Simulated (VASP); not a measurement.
# Li2H in VASP: a series of runs

The runs below take Li2H through single point, relaxation of cell and atoms, with PBE.

Everything below comes from runs of VASP 6.6.1. Logs are shortened: lines on timing, memory, paths and dates and some standing lists are left out, and cuts for length are marked.

## 1. The cell of the first run

It takes space group Pmmn (No. 59, orthorhombic). The conventional cell has a = 2.836 Å, b = 4.154 Å, c = 5.988 Å, α = 90.00°, β = 90.00°, γ = 90.00°. Within 2.5 Å of Li (site symmetry mm2) lie 4 H at 1.92 to 2.08 Å. Within 3.1 Å of Li (site symmetry mm2) lie 2 H at 2.03 Å and 11 Li at 2.75 to 3.07 Å. Within 2.5 Å of H (site symmetry mm2) lie 6 Li at 1.92 to 2.08 Å.

## 2. Single point, PBE

File INCAR:

```
ALGO = Fast
EDIFF = 1E-7
ENCUT = 520
GGA = PE
ISIF = 2
ISMEAR = 0
LASPH = T
LCHARG = F
LREAL = F
LWAVE = F
NBANDS = 16
NELM = 100
PREC = Accurate
SIGMA = 0.1
```

File KPOINTS:

```
k-points
0
Gamma
  6 4 4
```

File POSCAR:

```
Li2H
1.0
    2.8356783591      0.0000000000      0.0000000000
    0.0000000000      4.1542273734      0.0000000000
    0.0000000000      0.0000000000      5.9881061380
Li H
4 2
Direct
    0.5000000000      0.0000000000      0.3940519421
    0.0000000000      0.5000000000      0.1473092313
    0.5000000000      0.0000000000      0.8526907687
    0.0000000000      0.5000000000      0.6059480579
    0.5000000000      0.5000000000      0.3906119803
    0.0000000000      0.0000000000      0.6093880197
```

Potentials or basis: VASP PAW PBE potentials, release 64 (Li_sv, H).

Command:

```
$ cat potpaw_PBE.64/Li_sv/POTCAR potpaw_PBE.64/H/POTCAR > POTCAR
$ mpirun -np 1 vasp_std > vasp.out
```

OUTCAR:

```text
EDIFF = 1E-7
   ENCUT = 520
   GGA = PE
   ISIF = 2
   ISMEAR = 0
   LASPH = T
   LREAL = F
   NELM = 100
   PREC = Accurate

 ion  position               nearest neighbor table
   1  0.500  0.000  0.394-
   2  0.000  0.500  0.147-
   3  0.500  0.000  0.853-
   4  0.000  0.500  0.606-
   5  0.500  0.500  0.391-
   6  0.000  0.000  0.609-

  LATTYP: Found a simple orthorhombic cell.
 ALAT       =     2.8356783591
 B/A-ratio  =     1.4649853923
 C/A-ratio  =     2.1117014625

  Lattice vectors:

 A1 = (   2.8356783591,   0.0000000000,   0.0000000000)
 A2 = (   0.0000000000,   4.1542273734,   0.0000000000)
 A3 = (   0.0000000000,   0.0000000000,   5.9881061380)

Analysis of symmetry for initial positions (statically):
=====================================================================
 Subroutine PRICEL returns:
 Original cell was already a primitive cell.

 Routine SETGRP: Setting up the symmetry group for a
 simple orthorhombic supercell.

 Subroutine GETGRP returns: Found  8 space group operations
 (whereof  4 operations were pure point group operations)
 out of a pool of  8 trial point group operations.

The static configuration has the point symmetry C_2v.
 The point group associated with its full space group is D_2h.

Analysis of symmetry for dynamics (positions and initial velocities):
=====================================================================
 Subroutine PRICEL returns:
 Original cell was already a primitive cell.

 Routine SETGRP: Setting up the symmetry group for a
 simple orthorhombic supercell.

 Subroutine GETGRP returns: Found  8 space group operations
 (whereof  4 operations were pure point group operations)
 out of a pool of  8 trial point group operations.

The dynamic configuration has the point symmetry C_2v.
 The point group associated with its full space group is D_2h.

 Subroutine INISYM returns: Found  8 space group operations
 (whereof  4 operations are pure point group operations),
 and found     1 'primitive' translations

----------------------------------------------------------------------------------------

                                     Primitive cell

  volume of cell :      70.5402

  direct lattice vectors                    reciprocal lattice vectors
     2.835678359  0.000000000  0.000000000     0.352649304  0.000000000  0.000000000
     0.000000000  4.154227373  0.000000000     0.000000000  0.240718649  0.000000000
     0.000000000  0.000000000  5.988106138     0.000000000  0.000000000  0.166997708

  length of vectors
     2.835678359  4.154227373  5.988106138     0.352649304  0.240718649  0.166997708

  position of ions in fractional coordinates (direct lattice)
     0.500000000  0.000000000  0.394051942
     0.000000000  0.500000000  0.147309231
     0.500000000  0.000000000  0.852690769
     0.000000000  0.500000000  0.605948058
     0.500000000  0.500000000  0.390611980
     0.000000000  0.000000000  0.609388020

  ion indices of the primitive-cell ions
   primitive index   ion index
                 1           1
                 2           2
                 3           3
                 4           4
                 5           5
                 6           6

----------------------------------------------------------------------------------------

 KPOINTS: k-points

Automatic generation of k-mesh.
 Grid dimensions read from file:
 generate k-points for:    6    4    4

 Generating k-lattice:

  Cartesian coordinates                     Fractional coordinates (reciprocal lattice)
     0.058774884  0.000000000  0.000000000     0.166666667  0.000000000  0.000000000
     0.000000000  0.060179662  0.000000000     0.000000000  0.250000000  0.000000000
     0.000000000  0.000000000  0.041749427     0.000000000  0.000000000  0.250000000

  Length of vectors
     0.058774884  0.060179662  0.041749427

  Shift w.r.t. Gamma in fractional coordinates (k-lattice)
     0.000000000  0.000000000  0.000000000

 Subroutine IBZKPT returns following result:
 ===========================================

 Found     36 irreducible k-points:

 Following reciprocal coordinates:
            Coordinates               Weight
  0.000000  0.000000  0.000000      1.000000
  0.166667  0.000000  0.000000      2.000000
  0.333333  0.000000  0.000000      2.000000
  0.500000  0.000000  0.000000      1.000000
  0.000000  0.250000  0.000000      2.000000
  0.166667  0.250000  0.000000      4.000000
[... 16 lines left out ...]
  0.333333  0.500000  0.250000      4.000000
  0.500000  0.500000  0.250000      2.000000
 [... further k-points ...]
   k-points           NKPTS =     36   k-points in BZ     NKDIM =     36   number of bands    NBANDS=     16
   number of dos      NEDOS =    301   number of ions     NIONS =      6
   total plane-waves  NPLWV =  36864
   dimension x,y,z NGX =    24 NGY =   32 NGZ =   48
   dimension x,y,z NGXF=    48 NGYF=   64 NGZF=   96
   ions per type =               4   2
   NGX,Y,Z   is equivalent  to a cutoff of  14.07, 12.81, 13.33 a.u.
   NGXF,Y,Z  is equivalent  to a cutoff of  28.14, 25.61, 26.65 a.u.
 SYSTEM =  unknown system
   PREC   = accura    normal or accurate (medium, high low for compatibility)
   ISTART =      0    job   : 0-new  1-cont  2-samecut
   ICHARG =      2    charge: 1-file 2-atom 10-const
   ISPIN  =      1    spin polarized calculation?
   LNONCOLLINEAR =      F non collinear calculations
   LSORBIT =      F    spin-orbit coupling
   LASPH  =      T    aspherical Exc in radial PAW
   ENCUT  =  520.0 eV  38.22 Ry    6.18 a.u.   5.27  7.72 11.13*2*pi/ulx,y,z
   NELM   =    100;   NELMIN=  2; NELMDL= -5     # of ELM steps
   EDIFF  = 0.1E-06   stopping-criterion for ELM
   LREAL  =      F    real-space projection
   EDIFFG = 0.1E-05   stopping-criterion for IOM
   NSW    =      0    number of steps for IOM
   IBRION =     -1    ionic relax: 0-MD 1-quasi-New 2-CG
   NFREE  =      0    steps in history (QN), initial steepest desc. (CG)
   ISIF   =      2    stress and relaxation
   ISYM   =      2    0-nonsym 1-usesym 2-fastsym
   POTIM  = 0.5000    time-step for ionic-motion
   TEBEG  =    0.0;   TEEND  =   0.0 temperature during run
   PSTRESS=    0.0 pullay stress
   NELECT =      14.0000    total number of electrons
   NUPDOWN=      -1.0000    fix difference up-down
   EMIN   =  10.00;   EMAX   =-10.00  energy-range for DOS
   EFERMI =   0.00;   METHOD = LEGACY
   ISMEAR =     0;   SIGMA  =   0.10  broadening in eV -4-tet -1-fermi 0-gaus
   EFERMI_NEDOS =   21; number of points for ismear=-14 and -15
   IALGO  =     68    algorithm
   IMIX   =      4    mixing-type and parameters
     AMIX     =   0.40;   BMIX     =  1.00
     AMIX_MAG =   1.60;   BMIX_MAG =  1.00
  volume/ion in A,a.u.               =      11.76        79.34
  Fermi-wavevector in a.u.,A,eV,Ry     =   0.954931  1.804558 12.407057  0.911893
  Thomas-Fermi vector in A             =   2.083722
   LORBIT       =      0    0 simple, 1 ext, 2 COOP (PROOUT), +10 PAW based schemes
   GGA     = PE    functional components
   LHFCALC =     F    Hartree Fock is set to
   AEXX    =    0.0000 exact exchange contribution
   IVDW    =     0    specifies the selected vdW correction
   LEPSILON=     F    determine dielectric tensor
   LRPA    =     F    only Hartree local field effects (RPA)
 non-spin polarized calculation
 RMM-DIIS sequential band-by-band and
 Gauss-broadening in eV      SIGMA  =   0.10
  energy-cutoff  :      520.00
  volume of cell :       70.54
 maximum number of plane-waves:      1939
 NGX is ok and might be reduce to    24
   NGX = 11   NGY = 15   NGZ = 23

 number of electron      13.9999993 magnetization

 Free energy of the ion-electron system (eV)
  ---------------------------------------------------
  ext. energy  EPLUGINS =         0.00000000
  ---------------------------------------------------
  free energy    TOTEN  =       -15.82801944 eV

  energy without entropy =      -15.82336021  energy(sigma->0) =      -15.82568983

 E-fermi :   1.6918     XC(G=0):  -7.7958

 val. band max:        1.5858783865   @ k =   0.3333   0.5000   0.5000
 cond. band min:       1.7121131338   @ k =   0.3333   0.2500   0.0000
 fundamental gap:      0.1262347473
 Fermi energy:         1.6918332801

 k-point     1 :       0.0000    0.0000    0.0000
  band No.  band energies     occupation
      1     -45.0135      2.00000
      2     -44.9762      2.00000
      3     -44.9568      2.00000
      4     -44.9503      2.00000
      5      -5.3005      2.00000
      6      -2.6071      2.00000
[... 8 lines left out ...]
     15      10.8173      0.00000
     16      12.7080      0.00000

 k-point     2 :       0.1667    0.0000    0.0000
  band No.  band energies     occupation
      1     -45.0068      2.00000
      2     -44.9742      2.00000
      3     -44.9532      2.00000
      4     -44.9479      2.00000
      5      -4.9627      2.00000
      6      -2.3167      2.00000
[... 8 lines left out ...]
     15       9.9592      0.00000
     16      11.9086      0.00000

 k-point     3 :       0.3333    0.0000    0.0000
  band No.  band energies     occupation
      1     -44.9914      2.00000
      2     -44.9722      2.00000
      3     -44.9459      2.00000
      4     -44.9432      2.00000
      5      -3.9913      2.00000
      6      -1.8731      2.00000
[... 8 lines left out ...]
     15      10.1543      0.00000
     16      10.5295      0.00000
[... 362 lines left out ...]
 k-point    23 :       0.3333    0.5000    0.2500
  band No.  band energies     occupation
      1     -44.9809      2.00000
      2     -44.9809      2.00000
      3     -44.9452      2.00000
      4     -44.9452      2.00000
      5      -3.0946      2.00000
      6      -3.0946      2.00000
[... 8 lines left out ...]
     15      11.0686      0.00000
     16      11.0709      0.00000

 k-point    24 :       0.5000    0.5000    0.2500
  band No.  band energies     occupation
      1     -44.9771      2.00000
      2     -44.9771      2.00000
      3     -44.9417      2.00000
      4     -44.9417      2.00000
      5      -2.5917      2.00000
      6      -2.5917      2.00000
[... 8 lines left out ...]
     15      10.9655      0.00000
     16      10.9683      0.00000

 [... further k-points ...]

------------------------ aborting loop because EDIFF is reached ----------------------------------------

  FORCE on cell =-STRESS in cart. coord.  units (eV):
  Direction    XX          YY          ZZ          XY          YZ          ZX
  --------------------------------------------------------------------------------------
  -------------------------------------------------------------------------------------
  Total       -0.1040149     -0.0269570      0.0137625      0.0000000      0.0000000      0.0000000
  in kB       -2.3624865     -0.6122744      0.3125870      0.0000000      0.0000000      0.0000000
  external PRESSURE =      -0.8873913 kB  Pullay stress =       0.0000000 kB

 VOLUME and BASIS-vectors are now :
 -----------------------------------------------------------------------------
  energy-cutoff  :      520.00
  volume of cell :       70.54
      direct lattice vectors                 reciprocal lattice vectors
     2.835678359  0.000000000  0.000000000     0.352649304  0.000000000  0.000000000
     0.000000000  4.154227373  0.000000000     0.000000000  0.240718649  0.000000000
     0.000000000  0.000000000  5.988106138     0.000000000  0.000000000  0.166997708

 POSITION                                       TOTAL-FORCE (eV/Angst)
 -----------------------------------------------------------------------------------
      1.41784      0.00000      2.35962         0.000000      0.000000      0.000695
      0.00000      2.07711      0.88210         0.000000      0.000000     -0.002644
      1.41784      0.00000      5.10600         0.000000      0.000000      0.002644
      0.00000      2.07711      3.62848         0.000000      0.000000     -0.000695
      1.41784      2.07711      2.33903         0.000000      0.000000      0.030861
      0.00000      0.00000      3.64908         0.000000      0.000000     -0.030861
 -----------------------------------------------------------------------------------
    total drift:                                0.000000      0.000000      0.000000

  FREE ENERGIE OF THE ION-ELECTRON SYSTEM (eV)
  ---------------------------------------------------
  free  energy   TOTEN  =       -15.8280194401 eV

  energy  without entropy=      -15.8233602141  energy(sigma->0) =      -15.82568983
```

Run time: 1.7 min. Hardware: 1 thread of Oxide Virtual Turin-like, shared host; peak memory 0.15 GiB.

What came out:

```yaml
Free_energy: -15.8280 eV
Largest_force: 0.031 eV/Å
Band_gap_on_the_k_mesh: zero (bands 7 and 8 overlap by 4.22 eV)
```

Forces in eV/Å, atoms in the order of the input:
```
Li   0.000  0.000  0.001
Li   0.000  0.000 -0.003
Li   0.000  0.000  0.003
Li   0.000  0.000 -0.001
H    0.000  0.000  0.031
H    0.000  0.000 -0.031
```

Levels at points of the mesh, in eV from the Fermi level:
| k point | band 3 | band 4 | band 5 | band 6 | band 7 | band 8 | band 9 | band 10 | band 11 | band 12 |
| --- | --- | --- | --- | --- | --- | --- | --- | --- | --- | --- |
| (0.00, 0.00, 0.00) | -46.65 | -46.64 | -6.99 | -4.30 | -1.97 | 0.74 | 1.52 | 5.01 | 5.21 | 6.88 |
| (0.50, 0.00, 0.00) | -46.63 | -46.63 | -4.32 | -4.32 | 1.02 | 1.02 | 2.13 | 2.13 | 5.30 | 5.30 |
| (0.00, 0.50, 0.00) | -46.65 | -46.65 | -5.87 | -5.87 | -1.30 | -1.30 | 2.47 | 2.47 | 8.65 | 8.65 |
| (0.50, 0.50, 0.00) | -46.63 | -46.63 | -4.32 | -4.32 | 2.55 | 2.55 | 2.59 | 2.59 | 3.04 | 3.04 |
| (0.00, 0.00, 0.50) | -46.65 | -46.64 | -6.91 | -4.70 | -1.47 | 1.26 | 2.26 | 2.57 | 4.74 | 6.18 |
| (0.50, 0.00, 0.50) | -46.63 | -46.63 | -4.25 | -4.25 | 0.05 | 0.05 | 3.79 | 3.79 | 5.78 | 5.78 |
| (0.00, 0.50, 0.50) | -46.65 | -46.65 | -5.83 | -5.83 | -1.67 | -1.67 | 4.47 | 4.47 | 5.67 | 5.67 |
| (0.50, 0.50, 0.50) | -46.63 | -46.63 | -4.25 | -4.25 | 0.98 | 0.98 | 2.61 | 2.61 | 3.56 | 3.56 |

Caveat: the k points lie up to 0.38 Å⁻¹ apart, too coarse for converged energies and pressures of a metal; the cutoff is under 1.25 times the usual one of these potentials, so pressure, stress and relaxed cells hold a basis-set (Pulay) error.

## 3. Single point, PBE

File INCAR:

```
SYSTEM = Li2H
  ALGO = Normal
  EDIFF = 1E-6
  ENCUT = 520
  GGA = PE
  ISIF = 2
  ISMEAR = 0
  LASPH = .True.
  LCHARG = .False.
  LREAL = .False.
  LWAVE = .False.
  NBANDS = 16
  NELM = 60
  PREC = Accurate
  SIGMA = 0.2
```

File KPOINTS:

```
k-points
0
Gamma
  8 4 4
  0 0 0
```

File POSCAR:

```
Li2H
1.0
    1.4220648235     -2.4533249153      0.0005037726
   -3.5936012324     -2.0840896601      0.0143366810
   -0.0061107336     -0.0098526557     -5.9880949144
Li H
4 2
Direct
    0.0008582661      0.6119763640      0.1058910360
    0.5021158653      0.1111114351      0.3526337468
   -0.0023553084      0.6115224312      0.6473575967
    0.4992266468      0.1119981791      0.8942316641
    0.0003374805      1.1101775196      0.1093309978
    0.4998170498      0.6098807374     -0.1094450416
```

Potentials or basis: VASP PAW PBE potentials, release 64 (Li_sv, H).

Command:

```
$ cat potpaw_PBE.64/Li_sv/POTCAR potpaw_PBE.64/H/POTCAR > POTCAR
$ mpirun -np 1 vasp_std > vasp.out
```

Run time: 84 s. Hardware: 1 thread of Oxide Virtual Turin-like, shared host; peak memory 0.17 GiB.

Results (log left out):

* Free energy: -15.8495 eV
* Largest force: 0.013 eV/Å
* Band gap on the k mesh: zero (bands 7 and 8 overlap by 4.21 eV)

Forces on the atoms (eV/Å):
```
Li   0.001  0.007 -0.007
Li  -0.004  0.003 -0.004
Li   0.006 -0.003  0.004
Li   0.006 -0.003  0.010
H   -0.005  0.000  0.009
H   -0.003 -0.004 -0.011
```

Levels at points of the mesh, in eV from the Fermi level:
| k point | band 5 | band 6 | band 7 | band 8 | band 9 | band 10 |
| --- | --- | --- | --- | --- | --- | --- |
| (0.00, 0.00, 0.00) | -6.89 | -4.20 | -1.87 | 0.84 | 1.62 | 5.11 |
| (0.50, 0.00, 0.00) | -4.22 | -4.21 | 1.11 | 1.13 | 2.23 | 2.25 |
| (0.00, 0.50, 0.00) | -5.77 | -5.76 | -1.21 | -1.20 | 2.57 | 2.59 |
| (0.50, 0.50, 0.00) | -4.21 | -4.21 | 2.65 | 2.65 | 2.69 | 2.70 |
| (0.00, 0.00, 0.50) | -6.81 | -4.60 | -1.36 | 1.37 | 2.37 | 2.68 |
| (0.50, 0.00, 0.50) | -4.15 | -4.15 | 0.14 | 0.17 | 3.88 | 3.90 |
| (0.00, 0.50, 0.50) | -5.73 | -5.73 | -1.56 | -1.56 | 4.56 | 4.58 |
| (0.50, 0.50, 0.50) | -4.15 | -4.14 | 1.08 | 1.09 | 2.71 | 2.71 |

Caveat: the k points lie up to 0.38 Å⁻¹ apart, too coarse for converged energies and pressures of a metal; the cutoff is under 1.25 times the usual one of these potentials, so pressure, stress and relaxed cells hold a basis-set (Pulay) error.

(Continued in part 2 of 2.)

The gap in the log of VASP goes by the Fermi energy; the results here count the filled bands.